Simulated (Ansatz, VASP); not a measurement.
# Two plane-wave programs on CsCl

File INCAR:

```
SYSTEM = CsCl
PREC     = Accurate       ! precision mode
ENCUT    = 500            ! plane-wave cutoff, eV
EDIFF    = 1E-6           ! SCF threshold, eV
ISMEAR   = -1             ! smearing method
SIGMA    = 0.1            ! smearing width, eV
LREAL    = .FALSE.        ! projectors in reciprocal space
LASPH    = .TRUE.         ! aspherical terms in the spheres
NELM     = 120            ! most SCF steps
ALGO     = Normal         ! electronic algorithm
ISIF     = 2              ! what is computed and relaxed
LWAVE    = .FALSE.        ! write WAVECAR
LCHARG   = .TRUE.         ! write CHGCAR
GGA      = PS             ! functional
LELF     = .TRUE.         ! ELF
LVHAR    = .TRUE.       
NBANDS   = 15             ! bands
GGA_COMPAT= .FALSE.
```

Contents of KPOINTS:

```
regular mesh
0
G
  6 6 6
  0 0 0
```

Contents of POSCAR:

```
CsCl
1.0
    4.1483170000      0.0000000000      0.0000000000
    0.0000000000      4.1483170000      0.0000000000
    0.0000000000      0.0000000000      4.1483170000
Cs Cl
1 1
Direct
    0.0000000000      0.0000000000      0.0000000000
    0.5000000000      0.5000000000      0.5000000000
```

Input for Ansatz:

```yaml
crystal:
  lattice:
    - [4.148317, 0.0, 0.0]
    - [0.0, 4.148317, 0.0]
    - [0.0, 0.0, 4.148317]
  atoms:
    - { symbol: Cs, position: [0.0, 0.0, 0.0] }
    - { symbol: Cl, position: [0.5, 0.5, 0.5] }
  symmetry: { tolerance: 0.0003 }
kpoints:
  mp_grid: { grid: [6, 6, 6], shift: [0, 0, 0] }
  band_path:
    path:
      - [0.0, 0.0, 0.0]
      - [0.0, 0.5, 0.0]
      - [0.5, 0.5, 0.0]
      - [0.0, 0.0, 0.0]
      - [0.5, 0.5, 0.5]
      - [0.0, 0.5, 0.0]
      - [0.5, 0.5, 0.5]
      - [0.5, 0.5, 0.0]
    npoints: 8
magnetization:
  spin_polarized: false
scf:
  occupations: { method: fermi_dirac }
  lower_state_search: "off"
  max_iter: 200
hamiltonian:
  pseudopotentials: { kind: paw }
  xc: pbesol
basis:
  ecutwfc: 420
  fft_grid_basis: typed
output:
  forces: true
  stress: true
  eigenvalues: true
  bader: true
  populations: true
  elf: true
  write_potential: true
  volumetric_format: npy
  dos:
    e_range: [-12, 8]
    de: 0.05
    projected: { site_lists: { Cl: [Cl], Cs: [Cs] } }
checkpoint:
  read: saved_state
```

Alike in both runs: task single point; functional PBEsol; k mesh 6 × 6 × 6; no spin polarisation.

```csv
,VASP,Ansatz
version,VASP 6.6.1,Ansatz 0.2.0
potentials or method,"VASP PAW PBE potentials, release 64 (Cs_sv, Cl), cutoff 500 eV",PAW plane waves
occupations,"fermi-dirac, width 0.1 eV",fermi-dirac
valence electrons in the cell,16,16
```

|  | VASP | Ansatz | Ansatz less VASP |
| --- | --- | --- | --- |
| gap on the k mesh at the Fermi level (eV) | 4.97 | 4.98 | +0.011 |
| pressure (GPa) | -0.9 | -0.9 | -0.02 |

VASP's potentials were made for PBE, not for PBEsol.

Spin-orbit coupling is off throughout.
